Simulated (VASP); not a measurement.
# WC (P-6m2) in VASP: further runs

The runs below take WC through single point, with PBEsol, PBE0, PBEsol+D3(BJ).

All numbers are computed with VASP 6.6.1; they aren't measurements. Logs are shortened: lines on timing, memory, paths and dates and some standing lists are left out, and cuts for length are marked.

### 1 The cell of the first run

It takes space group P-6m2 (No. 187, hexagonal). Conventional cell: a = 2.907 Å, b = 2.907 Å, c = 2.837 Å, α = 90.00°, β = 90.00°, γ = 120.00°. W (site symmetry -6m2) has 6 C at 2.20 Å and 8 W at 2.84 to 2.91 Å within 3.0 Å. C (site symmetry -6m2) has 6 W at 2.20 Å and 8 C at 2.84 to 2.91 Å within 3.0 Å.

### 2 Single point, PBEsol, non-collinear spin, zero start, spin-orbit coupling

INCAR reads:

```
PREC = Accurate ; ENCUT = 520
EDIFF = 1E-7 ; ISMEAR = -1
SIGMA = 0.05 ; LREAL = False
LASPH = True ; NELM = 150
ALGO = Normal ; ISIF = 2
LWAVE = False ; LCHARG = True
MAGMOM = 0 0 0 0 0 0 ; LORBIT = 11
LSORBIT = True ; GGA_COMPAT = False
LORBMOM = True ; LMAXMIX = 4
GGA = PS ; LVHAR = True
NBANDS = 30
```

KPOINTS reads:

```
regular mesh
0
Gamma
  8 8 7
```

POSCAR reads:

```
WC
1.0
    2.9065000000      0.0000000000      0.0000000000
   -1.4532500000      2.5171028361      0.0000000000
    0.0000000000      0.0000000000      2.8366000000
W C
1 1
Direct
    0.0000000000      0.0000000000      0.0000000000
    0.6666666667      0.3333333333      0.5000000000
```

Potentials or basis: VASP PAW PBE potentials, release 64 (W_sv, C).

Started as:

```console
$ cat potpaw_PBE.64/W_sv/POTCAR potpaw_PBE.64/C/POTCAR > POTCAR
$ mpirun -np 1 vasp_ncl > vasp.out
```

OUTCAR:

```text
PREC = Accurate
   ENCUT = 520
   EDIFF = 1E-7
   ISMEAR = -1
   LREAL = False
   LASPH = True
   NELM = 150
   ISIF = 2
   LORBIT = 11
   LSORBIT = True
   GGA = PS

 ion  position               nearest neighbor table
   1  0.000  0.000  0.000-   2 2.20   2 2.20   2 2.20   2 2.20   2 2.20   2 2.20
   2  0.667  0.333  0.500-   1 2.20   1 2.20   1 2.20   1 2.20   1 2.20   1 2.20

  LATTYP: Found a hexagonal cell.
 ALAT       =     2.9065000000
 C/A-ratio  =     0.9759504559

  Lattice vectors:

 A1 = (   2.9065000000,   0.0000000000,   0.0000000000)
 A2 = (  -1.4532500000,   2.5171028361,   0.0000000000)
 A3 = (   0.0000000000,   0.0000000000,   2.8366000000)

Analysis of symmetry for initial positions (statically):
=====================================================================
 Subroutine PRICEL returns:
 Original cell was already a primitive cell.

 Routine SETGRP: Setting up the symmetry group for a
 hexagonal supercell.

 Subroutine GETGRP returns: Found 12 space group operations
 (whereof 12 operations were pure point group operations)
 out of a pool of 24 trial point group operations.

The static configuration has the point symmetry D_3h.

Analysis of symmetry for dynamics (positions and initial velocities):
=====================================================================
 Subroutine PRICEL returns:
 Original cell was already a primitive cell.

 Routine SETGRP: Setting up the symmetry group for a
 hexagonal supercell.

 Subroutine GETGRP returns: Found 12 space group operations
 (whereof 12 operations were pure point group operations)
 out of a pool of 24 trial point group operations.

The dynamic configuration has the point symmetry D_3h.

Analysis of structural, dynamic, and magnetic symmetry:
=====================================================================
 Subroutine PRICEL returns:
 Original cell was already a primitive cell.

 Routine SETGRP: Setting up the symmetry group for a
 hexagonal supercell.

 Subroutine GETGRP returns: Found 12 space group operations
 (whereof 12 operations were pure point group operations)
 out of a pool of 24 trial point group operations.

The overall configuration has the point symmetry D_3h.

 Subroutine INISYM returns: Found 12 space group operations
[... 972 lines left out ...]
      0.00000      0.00000      0.00000         0.000000     -0.000000      0.000000
      1.45325      0.83903      1.41830        -0.000000      0.000000      0.000000
 -----------------------------------------------------------------------------------
    total drift:                                0.000000     -0.000000     -0.000000

  FREE ENERGIE OF THE ION-ELECTRON SYSTEM (eV)
  ---------------------------------------------------
  free  energy   TOTEN  =       -24.6563400506 eV

  energy  without entropy=      -24.6539905582  energy(sigma->0) =      -24.65516530

 orbital moment (x)

 # of ion     p       d       tot
 ----------------------------------------
  1         0.000   0.000   0.000
  2        -0.000   0.000  -0.000
 ----------------------------------------
           -0.000   0.000   0.000

 orbital moment (y)

 # of ion     p       d       tot
 ----------------------------------------
  1         0.000  -0.000  -0.000
  2         0.000   0.000   0.000
 ----------------------------------------
            0.000  -0.000  -0.000

 orbital moment (z)

 # of ion     p       d       tot
 ----------------------------------------
  1        -0.000   0.000  -0.000
  2         0.000   0.000   0.000
 ----------------------------------------
           -0.000   0.000  -0.000

 Spin-Orbit-Coupling matrix elements

 Ion:    1  E_soc:     -1.4871261
 l=   1
     0.0000000    -0.2186164    -0.2227738
    -0.2186164     0.0000000    -0.2186164
    -0.2227738    -0.2186164     0.0000000
 l=   2
     0.0000000    -0.0054668     0.0000000    -0.0054668    -0.0255179
    -0.0054668     0.0000000    -0.0157837    -0.0046038    -0.0054668
     0.0000000    -0.0157837     0.0000000    -0.0157837     0.0000000
    -0.0054668    -0.0046038    -0.0157837     0.0000000    -0.0054668
    -0.0255179    -0.0054668     0.0000000    -0.0054668     0.0000000
 l=   3
     0.0000000     0.0000000     0.0000000     0.0000000     0.0000000     0.0000000     0.0000000
     0.0000000     0.0000000     0.0000000     0.0000000     0.0000000     0.0000000     0.0000000
     0.0000000     0.0000000     0.0000000     0.0000000     0.0000000     0.0000000     0.0000000
     0.0000000     0.0000000     0.0000000     0.0000000     0.0000000     0.0000000     0.0000000
     0.0000000     0.0000000     0.0000000     0.0000000     0.0000000     0.0000000     0.0000000
     0.0000000     0.0000000     0.0000000     0.0000000     0.0000000     0.0000000     0.0000000
     0.0000000     0.0000000     0.0000000     0.0000000     0.0000000     0.0000000     0.0000000

 Ion:    2  E_soc:     -0.0002775
 l=   1
     0.0000000    -0.0000485    -0.0000417
    -0.0000485     0.0000000    -0.0000485
    -0.0000417    -0.0000485     0.0000000
 l=   2
     0.0000000     0.0000000     0.0000000     0.0000000     0.0000000
     0.0000000     0.0000000     0.0000000     0.0000000     0.0000000
     0.0000000     0.0000000     0.0000000     0.0000000     0.0000000
     0.0000000     0.0000000     0.0000000     0.0000000     0.0000000
     0.0000000     0.0000000     0.0000000     0.0000000     0.0000000
 l=   3
     0.0000000     0.0000000     0.0000000     0.0000000     0.0000000     0.0000000     0.0000000
     0.0000000     0.0000000     0.0000000     0.0000000     0.0000000     0.0000000     0.0000000
     0.0000000     0.0000000     0.0000000     0.0000000     0.0000000     0.0000000     0.0000000
     0.0000000     0.0000000     0.0000000     0.0000000     0.0000000     0.0000000     0.0000000
     0.0000000     0.0000000     0.0000000     0.0000000     0.0000000     0.0000000     0.0000000
     0.0000000     0.0000000     0.0000000     0.0000000     0.0000000     0.0000000     0.0000000
     0.0000000     0.0000000     0.0000000     0.0000000     0.0000000     0.0000000     0.0000000

 total charge

# of ion       s       p       d       tot
------------------------------------------
    1        2.351   6.430   3.432  12.213
    2        0.849   1.560   0.000   2.408
--------------------------------------------------
tot          3.199   7.990   3.432  14.621

 magnetization (x)

# of ion       s       p       d       tot
------------------------------------------
    1        0.000  -0.000   0.000  -0.000
    2        0.000   0.000   0.000   0.000
--------------------------------------------------
tot          0.000   0.000   0.000   0.000

 magnetization (y)

# of ion       s       p       d       tot
------------------------------------------
    1       -0.000   0.000  -0.000  -0.000
    2        0.000   0.000   0.000   0.000
--------------------------------------------------
tot         -0.000   0.000  -0.000  -0.000

 magnetization (z)

# of ion       s       p       d       tot
------------------------------------------
    1        0.000   0.000   0.000   0.000
    2        0.000   0.000   0.000   0.000
--------------------------------------------------
tot          0.000   0.000   0.000   0.000
```

OSZICAR:

```text
N       E                     dE             d eps       ncg     rms          rms(c)
DAV:   1     0.173286386133E+03    0.17329E+03   -0.93778E+03  3608   0.137E+03
DAV:   2    -0.178830212104E+02   -0.19117E+03   -0.18358E+03  3864   0.424E+02
DAV:   3    -0.274464143431E+02   -0.95634E+01   -0.93953E+01  4308   0.918E+01
DAV:   4    -0.275642161606E+02   -0.11780E+00   -0.11769E+00  3876   0.105E+01
DAV:   5    -0.275650949360E+02   -0.87878E-03   -0.87876E-03  4064   0.101E+00    0.331E+01
DAV:   6    -0.247416145477E+02    0.28235E+01   -0.50186E+00  4190   0.269E+01    0.881E+00
DAV:   7    -0.246920185853E+02    0.49596E-01   -0.52036E-01  3680   0.588E+00    0.650E+00
DAV:   8    -0.246582242439E+02    0.33794E-01   -0.77680E-02  3864   0.225E+00    0.160E+00
DAV:   9    -0.246565704050E+02    0.16538E-02   -0.26084E-03  3834   0.416E-01    0.387E-01
DAV:  10    -0.246564072796E+02    0.16313E-03   -0.91265E-04  3972   0.244E-01    0.116E-01
DAV:  11    -0.246563419960E+02    0.65284E-04   -0.11773E-04  3958   0.140E-01    0.337E-02
DAV:  12    -0.246563404858E+02    0.15102E-05   -0.85188E-06  3982   0.303E-02    0.861E-03
DAV:  13    -0.246563400433E+02    0.44244E-06   -0.11739E-06  3798   0.984E-03    0.161E-03
DAV:  14    -0.246563400506E+02   -0.72991E-08   -0.90895E-08  3010   0.227E-03
   1 F= -.24656340E+02 E0= -.24655165E+02  d E =-.234949E-02  mag=     0.0000     0.0000     0.0000
```

It took 61 s on 1 thread of Intel Xeon Platinum 8259CL at 2.50GHz (Skylake/Cascade Lake), shared host; peak memory 0.23 GiB.

What came out:

```
Free energy                                           : -24.6563 eV
Pressure                                              : -1.7 GPa
Net moment                                            : 0.00 μB per cell
Valence electrons inside the program's atomic spheres : W 12.21; C 2.41
```

Stress tensor (GPa, compression positive):
```
-1.10  0.00  0.00
 0.00 -1.10  0.00
 0.00  0.00 -2.86
```

Moments on the atoms (μB; x, y, z):
```
W   0.00 0.00 0.00
C   0.00 0.00 0.00
```

Caveat: the PAW data sets were made with another functional, which shifts forces and pressure a little.

### 3 Single point, PBE0

This run uses another cell than the first one, of 9.75 Å³/atom.

POSCAR reads:

```
WC
1.0
    2.8471670250      0.0000000000      0.0000000000
   -1.4235835125      2.4657189725      0.0000000000
    0.0000000000      0.0000000000      2.7786939560
W C
1 1
Direct
    0.0000000000      0.0000000000      0.0000000000
    0.6666666667      0.3333333333      0.5000000000
```

INCAR.step1 reads:

```
SYSTEM = WC
PREC = Accurate ; ENCUT = 520
EDIFF = 1E-5 ; ISMEAR = -1
SIGMA = 0.05 ; LREAL = .False.
LASPH = .True. ; NELM = 60
ALGO = Normal ; ISIF = 2
LWAVE = .True. ; GGA = PE
NBANDS = 16
```

INCAR.step2 reads:

```
SYSTEM = WC
PREC = Accurate ; ENCUT = 520
EDIFF = 1E-6 ; ISMEAR = -1
SIGMA = 0.05 ; LREAL = .False.
LASPH = .True. ; NELM = 60
ALGO = Normal ; ISIF = 2
LWAVE = .False. ; LCHARG = .True.
GGA = PE ; LHFCALC = .True.
AEXX = 0.25 ; PRECFOCK = Normal
LELF = .True. ; LVHAR = .True.
ISTART = 1 ; NBANDS = 16
```

KPOINTS reads:

```
Automatic mesh
0
Gamma
  6 6 6
  0 0 0
```

Potentials or basis: VASP PAW PBE potentials, release 64 (W_sv, C).

Started as:

```console
$ cat potpaw_PBE.64/W_sv/POTCAR potpaw_PBE.64/C/POTCAR > POTCAR
$ cp INCAR.step1 INCAR
$ mpirun -np 1 vasp_std > vasp.out
$ cp INCAR.step2 INCAR
$ mpirun -np 1 vasp_std > vasp.out
```

It took 24 min on 1 thread of Intel Xeon Platinum 8259CL at 2.50GHz (Skylake/Cascade Lake), shared host; peak memory 0.16 GiB.

The run converged. Its results:

```
Free energy            : -27.6068 eV
Pressure               : 26.1 GPa
Band gap on the k mesh : zero (bands 9 and 10 overlap by 2.26 eV)
```

Stress tensor (GPa, compression positive):
```
25.74  0.00  0.00
 0.00 25.74  0.00
 0.00  0.00 26.94
```

Levels at points of the mesh, in eV from the Fermi level:
```csv
k point,band 7,band 8,band 9,band 10,band 11,band 12
"(0.00, 0.00, 0.00)",-4.85,-4.85,-0.62,4.31,4.31,7.04
"(0.50, 0.00, 0.00)",-5.14,-5.13,-1.35,3.21,5.80,6.28
"(0.00, 0.00, 0.50)",-3.22,-3.22,-1.19,-1.19,4.66,5.57
"(0.50, 0.00, 0.50)",-6.03,-5.72,-0.53,5.71,6.70,8.25
```

Caveat: the k points lie up to 0.42 Å⁻¹ apart, too coarse for converged energies and pressures of a metal; the PAW data sets were made with another functional, which shifts forces and pressure a little; spin-orbit coupling is left out, which moves the levels of the heavy elements.

(Continued in part 2 of 2.)
